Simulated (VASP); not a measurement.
# Al4Te (P4/mmm) in VASP: notebook

Runs on Al4Te. Level: PBE. Tasks: single point, relaxation of cell and atoms.

All numbers are computed with VASP 6.6.1; they aren't measurements. Logs are shortened: lines on timing, memory, paths and dates and some standing lists are left out, and cuts for length are marked.

## Step 1: The cell of the first run

It takes space group P4/mmm (No. 123, tetragonal). The conventional cell has a = 3.435 Å, b = 3.435 Å, c = 9.182 Å, α = 90.00°, β = 90.00°, γ = 90.00°. Within 3.5 Å of Al (site symmetry 4mm) lie 9 Al at 2.63 to 3.43 Å and 1 Te at 3.27 Å. Within 3.7 Å of Al (site symmetry 4mm) lie 9 Al at 2.82 to 3.67 Å and 4 Te at 3.04 Å. Within 4.0 Å of Te (site symmetry 4/mmm) lie 10 Al at 3.04 to 3.27 Å and 4 Te at 3.43 Å.

## Step 2: Single point, PBE

File INCAR:

```
SYSTEM = Al4Te
PREC = Accurate
ENCUT = 520
EDIFF = 1E-6
ISMEAR = 0
SIGMA = 0.1
LREAL = .FALSE.
LASPH = .TRUE.
NELM = 100
ALGO = Normal
ISIF = 2
LWAVE = .FALSE.
LCHARG = .TRUE.
GGA = PE
LELF = .TRUE.
LVHAR = .TRUE.
NBANDS = 17
```

File KPOINTS:

```
Automatic mesh
0
G
  10 10 6
  0 0 0
```

File POSCAR:

```
Al4Te
1.0
    3.4347394152      0.0000000000      0.0000000000
    0.0000000000      3.4347394152      0.0000000000
    0.0000000000      0.0000000000      9.1816355063
Al Te
4 1
Direct
    0.0000000000      0.0000000000      0.3565787760
    0.0000000000      0.0000000000      0.6434212240
    0.5000000000      0.5000000000      0.1998360514
    0.5000000000      0.5000000000      0.8001639486
    0.0000000000      0.0000000000      0.0000000000
```

Potentials or basis: VASP PAW PBE potentials, release 64 (Al, Te).

On the command line:

```bash
$ cat potpaw_PBE.64/Al/POTCAR potpaw_PBE.64/Te/POTCAR > POTCAR
$ mpirun -np 1 vasp_std > vasp.out
```

OUTCAR:

```text
SYSTEM = Al4Te
   PREC = Accurate
   ENCUT = 520
   EDIFF = 1E-6
   ISMEAR = 0
   LREAL = .FALSE.
   LASPH = .TRUE.
   NELM = 100
   ISIF = 2
   GGA = PE

 ion  position               nearest neighbor table
   1  0.000  0.000  0.357-   2 2.63   3 2.82   3 2.82   3 2.82   3 2.82   5 3.27
   2  0.000  0.000  0.643-   1 2.63   4 2.82   4 2.82   4 2.82   4 2.82   5 3.27
   3  0.500  0.500  0.200-   1 2.82   1 2.82   1 2.82   1 2.82   5 3.04   5 3.04   5 3.04   5 3.04

   4  0.500  0.500  0.800-   2 2.82   2 2.82   2 2.82   2 2.82   5 3.04   5 3.04   5 3.04   5 3.04

   5  0.000  0.000  0.000-   3 3.04   4 3.04   3 3.04   4 3.04   3 3.04   4 3.04   3 3.04   4 3.04
                             1 3.27   2 3.27

  LATTYP: Found a simple tetragonal cell.
 ALAT       =     3.4347394152
 C/A-ratio  =     2.6731680039

  Lattice vectors:

 A1 = (   3.4347394152,   0.0000000000,   0.0000000000)
 A2 = (   0.0000000000,   3.4347394152,   0.0000000000)
 A3 = (   0.0000000000,   0.0000000000,   9.1816355063)

Analysis of symmetry for initial positions (statically):
=====================================================================
 Subroutine PRICEL returns:
 Original cell was already a primitive cell.

 Routine SETGRP: Setting up the symmetry group for a
 simple tetragonal supercell.

 Subroutine GETGRP returns: Found 16 space group operations
 (whereof 16 operations were pure point group operations)
 out of a pool of 16 trial point group operations.

The static configuration has the point symmetry D_4h.

Analysis of symmetry for dynamics (positions and initial velocities):
=====================================================================
 Subroutine PRICEL returns:
 Original cell was already a primitive cell.

 Routine SETGRP: Setting up the symmetry group for a
 simple tetragonal supercell.

 Subroutine GETGRP returns: Found 16 space group operations
 (whereof 16 operations were pure point group operations)
 out of a pool of 16 trial point group operations.

The dynamic configuration has the point symmetry D_4h.

 Subroutine INISYM returns: Found 16 space group operations
 (whereof 16 operations are pure point group operations),
 and found     1 'primitive' translations

----------------------------------------------------------------------------------------

                                     Primitive cell

  volume of cell :     108.3197

  direct lattice vectors                    reciprocal lattice vectors
     3.434739415  0.000000000  0.000000000     0.291142902  0.000000000  0.000000000
     0.000000000  3.434739415  0.000000000     0.000000000  0.291142902  0.000000000
     0.000000000  0.000000000  9.181635506     0.000000000  0.000000000  0.108913058

  length of vectors
     3.434739415  3.434739415  9.181635506     0.291142902  0.291142902  0.108913058

  position of ions in fractional coordinates (direct lattice)
     0.000000000  0.000000000  0.356578776
     0.000000000  0.000000000  0.643421224
     0.500000000  0.500000000  0.199836051
     0.500000000  0.500000000  0.800163949
     0.000000000  0.000000000  0.000000000

  ion indices of the primitive-cell ions
   primitive index   ion index
                 1           1
                 2           2
                 3           3
                 4           4
                 5           5

----------------------------------------------------------------------------------------

 KPOINTS: Automatic mesh

Automatic generation of k-mesh.
 Grid dimensions read from file:
 generate k-points for:   10   10    6

 Generating k-lattice:

  Cartesian coordinates                     Fractional coordinates (reciprocal lattice)
     0.029114290  0.000000000  0.000000000     0.100000000  0.000000000  0.000000000
     0.000000000  0.029114290  0.000000000     0.000000000  0.100000000  0.000000000
     0.000000000  0.000000000  0.018152176     0.000000000  0.000000000  0.166666667

  Length of vectors
     0.029114290  0.029114290  0.018152176

  Shift w.r.t. Gamma in fractional coordinates (k-lattice)
     0.000000000  0.000000000  0.000000000

 Subroutine IBZKPT returns following result:
 ===========================================

 Found     84 irreducible k-points:

 Following reciprocal coordinates:
            Coordinates               Weight
  0.000000  0.000000  0.000000      1.000000
  0.100000  0.000000  0.000000      4.000000
  0.200000  0.000000  0.000000      4.000000
  0.300000  0.000000  0.000000      4.000000
  0.400000  0.000000  0.000000      4.000000
  0.500000  0.000000  0.000000      2.000000
[... 16 lines left out ...]
  0.100000  0.000000  0.166667      8.000000
  0.200000  0.000000  0.166667      8.000000
 [... further k-points ...]
   k-points           NKPTS =     84   k-points in BZ     NKDIM =     84   number of bands    NBANDS=     17
   number of dos      NEDOS =    301   number of ions     NIONS =      5
   total plane-waves  NPLWV =  54880
   dimension x,y,z NGX =    28 NGY =   28 NGZ =   70
   dimension x,y,z NGXF=    56 NGYF=   56 NGZF=  140
   ions per type =               4   1
   NGX,Y,Z   is equivalent  to a cutoff of  13.55, 13.55, 12.67 a.u.
   NGXF,Y,Z  is equivalent  to a cutoff of  27.10, 27.10, 25.35 a.u.
 SYSTEM =  Al4Te
   PREC   = accura    normal or accurate (medium, high low for compatibility)
   ISTART =      0    job   : 0-new  1-cont  2-samecut
   ICHARG =      2    charge: 1-file 2-atom 10-const
   ISPIN  =      1    spin polarized calculation?
   LNONCOLLINEAR =      F non collinear calculations
   LSORBIT =      F    spin-orbit coupling
   LASPH  =      T    aspherical Exc in radial PAW
   ENCUT  =  520.0 eV  38.22 Ry    6.18 a.u.   6.39  6.39 17.07*2*pi/ulx,y,z
   NELM   =    100;   NELMIN=  2; NELMDL= -5     # of ELM steps
   EDIFF  = 0.1E-05   stopping-criterion for ELM
   LREAL  =      F    real-space projection
   EDIFFG = 0.1E-04   stopping-criterion for IOM
   NSW    =      0    number of steps for IOM
   IBRION =     -1    ionic relax: 0-MD 1-quasi-New 2-CG
   NFREE  =      0    steps in history (QN), initial steepest desc. (CG)
   ISIF   =      2    stress and relaxation
   ISYM   =      2    0-nonsym 1-usesym 2-fastsym
   POTIM  = 0.5000    time-step for ionic-motion
   TEBEG  =    0.0;   TEEND  =   0.0 temperature during run
   PSTRESS=    0.0 pullay stress
   NELECT =      18.0000    total number of electrons
   NUPDOWN=      -1.0000    fix difference up-down
   EMIN   =  10.00;   EMAX   =-10.00  energy-range for DOS
   EFERMI =   0.00;   METHOD = LEGACY
   ISMEAR =     0;   SIGMA  =   0.10  broadening in eV -4-tet -1-fermi 0-gaus
   EFERMI_NEDOS =   21; number of points for ismear=-14 and -15
   IALGO  =     38    algorithm
   IMIX   =      4    mixing-type and parameters
     AMIX     =   0.40;   BMIX     =  1.00
     AMIX_MAG =   1.60;   BMIX_MAG =  1.00
  volume/ion in A,a.u.               =      21.66       146.20
  Fermi-wavevector in a.u.,A,eV,Ry     =   0.900043  1.700834 11.021765  0.810077
  Thomas-Fermi vector in A             =   2.022951
   LORBIT       =      0    0 simple, 1 ext, 2 COOP (PROOUT), +10 PAW based schemes
   GGA     = PE    functional components
   LHFCALC =     F    Hartree Fock is set to
   AEXX    =    0.0000 exact exchange contribution
   IVDW    =     0    specifies the selected vdW correction
   LEPSILON=     F    determine dielectric tensor
   LRPA    =     F    only Hartree local field effects (RPA)
 non-spin polarized calculation
 Gauss-broadening in eV      SIGMA  =   0.10
  energy-cutoff  :      520.00
  volume of cell :      108.32
 maximum number of plane-waves:      2940
 NGX is ok and might be reduce to    28
   NGX = 13   NGY = 13   NGZ = 35

 number of electron      17.9999999 magnetization

 Free energy of the ion-electron system (eV)
  ---------------------------------------------------
  ext. energy  EPLUGINS =         0.00000000
  ---------------------------------------------------
  free energy    TOTEN  =       -16.84828871 eV

  energy without entropy =      -16.83631718  energy(sigma->0) =      -16.84230295

 E-fermi :   6.6330     XC(G=0):  -9.5669

 val. band max:        6.6069280057   @ k =   0.2000   0.1000   0.0000
 cond. band min:       6.6357976608   @ k =   0.3000   0.3000   0.1667
 fundamental gap:      0.0288696551
 Fermi energy:         6.6329846012

 k-point     1 :       0.0000    0.0000    0.0000
  band No.  band energies     occupation
      1      -6.8759      2.00000
      2      -2.2649      2.00000
      3      -1.5479      2.00000
      4       2.7811      2.00000
      5       3.2419      2.00000
      6       5.7361      2.00000
[... 9 lines left out ...]
     16      10.9732      0.00000
     17      11.5976      0.00000

 k-point     2 :       0.1000    0.0000    0.0000
  band No.  band energies     occupation
      1      -6.7701      2.00000
      2      -2.1399      2.00000
      3      -1.4331      2.00000
      4       2.8943      2.00000
      5       3.2362      2.00000
      6       4.6256      2.00000
[... 9 lines left out ...]
     16      11.5737      0.00000
     17      12.4051      0.00000

 k-point     3 :       0.2000    0.0000    0.0000
  band No.  band energies     occupation
      1      -6.4636      2.00000
      2      -1.7665      2.00000
      3      -1.0980      2.00000
      4       2.3696      2.00000
      5       3.2142      2.00000
      6       3.9763      2.00000
[... 9 lines left out ...]
     16      11.8202      0.00000
     17      11.9465      0.00000

 k-point     4 :       0.3000    0.0000    0.0000
  band No.  band energies     occupation
      1      -5.9993      2.00000
      2      -1.1512      2.00000
      3      -0.6131      2.00000
      4       0.9128      2.00000
      5       3.4268      2.00000
      6       4.1774      2.00000
[... 9 lines left out ...]
     16      12.0825      0.00000
     17      12.5110      0.00000
[... 343 lines left out ...]
      1      -6.8750      2.00000
      2      -2.3929      2.00000
      3      -1.3125      2.00000
      4       2.0177      2.00000
      5       4.0924      2.00000
      6       5.7377      2.00000
[... 9 lines left out ...]
     16      10.8652      0.00000
     17      11.8513      0.00000

 k-point    23 :       0.1000    0.0000    0.1667
  band No.  band energies     occupation
      1      -6.7693      2.00000
      2      -2.2686      2.00000
      3      -1.1977      2.00000
      4       2.1173      2.00000
      5       3.9919      2.00000
      6       4.7266      2.00000
[... 9 lines left out ...]
     16      11.8365      0.00000
     17      12.4371      0.00000

 k-point    24 :       0.2000    0.0000    0.1667
  band No.  band energies     occupation
      1      -6.4627      2.00000
      2      -1.8975      2.00000
      3      -0.8642      2.00000
      4       2.1871      2.00000
      5       2.8193      2.00000
      6       4.5562      2.00000
[... 9 lines left out ...]
     16      12.2471      0.00000
     17      12.3207      0.00000

 [... further k-points ...]
[... 5 lines left out ...]
  --------------------------------------------------------------------------------------
  -------------------------------------------------------------------------------------
  Total       -0.0202193     -0.0202193      0.0289092      0.0000000      0.0000000     -0.0000000
  in kB       -0.2990667     -0.2990667      0.4276006      0.0000000      0.0000000     -0.0000000
  external PRESSURE =      -0.0568443 kB  Pullay stress =       0.0000000 kB

 VOLUME and BASIS-vectors are now :
 -----------------------------------------------------------------------------
  energy-cutoff  :      520.00
  volume of cell :      108.32
      direct lattice vectors                 reciprocal lattice vectors
     3.434739415  0.000000000  0.000000000     0.291142902  0.000000000  0.000000000
     0.000000000  3.434739415  0.000000000     0.000000000  0.291142902  0.000000000
     0.000000000  0.000000000  9.181635506     0.000000000  0.000000000  0.108913058

 POSITION                                       TOTAL-FORCE (eV/Angst)
 -----------------------------------------------------------------------------------
      0.00000      0.00000      3.27398         0.000000      0.000000      0.000886
      0.00000      0.00000      5.90766        -0.000000      0.000000     -0.000886
      1.71737      1.71737      1.83482         0.000000     -0.000000      0.000402
      1.71737      1.71737      7.34681         0.000000      0.000000     -0.000402
      0.00000      0.00000      0.00000         0.000000      0.000000      0.000000
 -----------------------------------------------------------------------------------
    total drift:                               -0.000000     -0.000000     -0.000000

  FREE ENERGIE OF THE ION-ELECTRON SYSTEM (eV)
  ---------------------------------------------------
  free  energy   TOTEN  =       -16.8482887124 eV

  energy  without entropy=      -16.8363171831  energy(sigma->0) =      -16.84230295
```

Wall time 57 s (1 thread of Intel Xeon 6975P-C (Granite Rapids), shared host); peak memory 0.31 GiB.

Results:

```yaml
Free_energy: -16.8483 eV
Pressure: 0.0 GPa
Band_gap_on_the_k_mesh: zero (band 9 reaches 9.23 eV, above the bottom of band 10 at 4.80 eV)
```

Levels at points of the mesh, in eV from the Fermi level:
| k point | band 5 | band 6 | band 7 | band 8 | band 9 | band 10 | band 11 | band 12 | band 13 | band 14 |
| --- | --- | --- | --- | --- | --- | --- | --- | --- | --- | --- |
| (0.00, 0.00, 0.00) | -3.39 | -0.90 | -0.90 | 1.26 | 2.60 | 2.60 | 3.09 | 3.09 | 3.10 | 3.54 |
| (0.50, 0.00, 0.00) | -5.33 | -4.19 | -1.47 | -1.19 | 0.30 | 0.68 | 1.27 | 4.38 | 5.10 | 5.14 |
| (0.50, 0.50, 0.00) | -3.46 | -3.26 | -2.45 | -2.45 | -2.16 | -1.83 | -1.83 | -0.09 | 1.04 | 1.06 |
| (0.00, 0.00, 0.50) | -0.89 | -0.89 | -0.73 | 0.20 | 2.24 | 2.24 | 2.26 | 3.22 | 3.78 | 3.78 |
| (0.50, 0.00, 0.50) | -4.34 | -3.82 | -3.54 | -1.20 | 0.68 | 1.29 | 3.45 | 4.05 | 4.25 | 4.45 |
| (0.50, 0.50, 0.50) | -3.41 | -2.84 | -2.84 | -2.34 | -2.04 | -1.31 | -1.05 | -1.05 | 0.40 | 1.26 |

Caveat: spin-orbit coupling is left out, which moves the levels of the heavy elements.

## Step 3: Relaxation of cell and atoms, PBE

This run uses another cell than the first one, of 22.18 Å³/atom, 1.024 times its volume.

File INCAR:

```
ALGO = Normal
EDIFF = 1E-6
EDIFFG = -0.01
ENCUT = 600
GGA = PE
IBRION = 2
ISIF = 3
ISMEAR = 0
LASPH = True
LCHARG = False
LREAL = False
LWAVE = False
NELM = 100
NSW = 100
PREC = Accurate
SIGMA = 0.1
```

File KPOINTS:

```
k-points
0
Gamma
  10 10 6
```

File POSCAR:

```
Al4Te
1.0
    3.5886794020      0.0000000000      0.0000000000
    0.0000000000      3.5886794020      0.0000000000
    0.0000000000      0.0000000000      8.6124202983
Al Te
4 1
Direct
    0.0000000000      0.0000000000      0.3459326570
    0.0000000000      0.0000000000      0.6540673430
    0.5000000000      0.5000000000      0.2094038259
    0.5000000000      0.5000000000      0.7905961741
    0.0000000000      0.0000000000      0.0000000000
```

Potentials or basis: VASP PAW PBE potentials, release 64 (Al, Te).

On the command line:

```bash
$ cat potpaw_PBE.64/Al/POTCAR potpaw_PBE.64/Te/POTCAR > POTCAR
$ mpirun -np 1 vasp_std > vasp.out
```

It took 10 min on 1 thread of Intel Xeon 6975P-C (Granite Rapids), shared host; peak memory 0.36 GiB.

The run converged. Its results:

| Property | Result |
| --- | --- |
| Free energy | -16.8485 eV |
| Relaxed volume | 21.60 Å³/atom |
| Relaxed cell | a = 3.423 Å, b = 3.423 Å, c = 9.222 Å, α = 90.00°, β = 90.00°, γ = 90.00° |
| Space group after relaxing (to 0.05 Å) | P4/mmm (No. 123) |
| Energy gained by relaxing | 10.0 meV/atom |
| Ionic steps | 20 |
| Pressure after relaxing | 0.0 GPa |
| Largest force after relaxing | 0.007 eV/Å |
| Band gap on the k mesh | zero (band 9 reaches 9.31 eV, above the bottom of band 10 at 4.80 eV) |

Forces in eV/Å, atoms in the order of the input:
```
Al   0.000  0.000 -0.007
Al   0.000  0.000  0.007
Al   0.000  0.000 -0.006
Al   0.000  0.000  0.006
Te   0.000  0.000  0.000
```

The path:
```
step  energy change (eV)  largest force (eV/Å)  pressure (GPa)  volume (Å³)
   1              0.0000                0.1357            0.04       110.92
   2             -0.0045                0.0994           -0.07       111.01
   3             -0.0124                0.0612           -0.43       111.27
   4             -0.0245                0.0590           -1.15       111.72
   5             -0.0080                0.3126           -2.11       112.34
   6             -0.0266                0.1357           -1.41       111.89
   7             -0.0288                0.1335           -1.36       111.70
   8             -0.0346                0.1268           -1.20       111.11
   9             -0.0434                0.1210           -0.84       109.93
  10             -0.0359                0.1516           -0.03       107.50
  11             -0.0456                0.1288           -0.63       109.27
  12             -0.0458                0.1301           -0.58       109.08
  13             -0.0473                0.1080           -0.46       108.88
  14             -0.0493                0.0430           -0.08       108.31
  15             -0.0493                0.0367           -0.05       108.26
  16             -0.0494                0.0276           -0.04       108.24
  17             -0.0497                0.0203           -0.02       108.17
  18             -0.0497                0.0191           -0.02       108.15
  19             -0.0497                0.0161           -0.01       108.12
  20             -0.0498                0.0065            0.04       108.02
```

Final structure:
```
Al Te
1.0
     3.42255    0.00000    0.00000
     0.00000    3.42255    0.00000
     0.00000    0.00000    9.22190
Al Te
4 1
Direct
  0.00000 0.00000 0.35749
  0.00000 0.00000 0.64251
  0.50000 0.50000 0.20060
  0.50000 0.50000 0.79940
  0.00000 0.00000 0.00000
```

Levels at points of the mesh, in eV from the Fermi level:
```csv
k point,band 6,band 7,band 8,band 9,band 10,band 11,band 12,band 13
"(0.00, 0.00, 0.00)",-0.83,-0.83,1.36,2.65,2.65,3.13,3.13,3.14
"(0.50, 0.00, 0.00)",-4.23,-1.52,-1.24,0.24,0.75,1.20,4.48,5.19
"(0.50, 0.50, 0.00)",-3.24,-2.45,-2.45,-2.13,-1.86,-1.86,-0.08,1.01
"(0.00, 0.00, 0.50)",-0.83,-0.82,0.17,2.30,2.30,2.30,3.26,3.81
"(0.50, 0.00, 0.50)",-3.84,-3.58,-1.24,0.76,1.21,3.40,4.00,4.54
"(0.50, 0.50, 0.50)",-2.84,-2.84,-2.32,-2.03,-1.30,-1.08,-1.08,0.41
```

Caveat: spin-orbit coupling is left out, which moves the levels of the heavy elements.

(Part 1 of 2 ends here.)
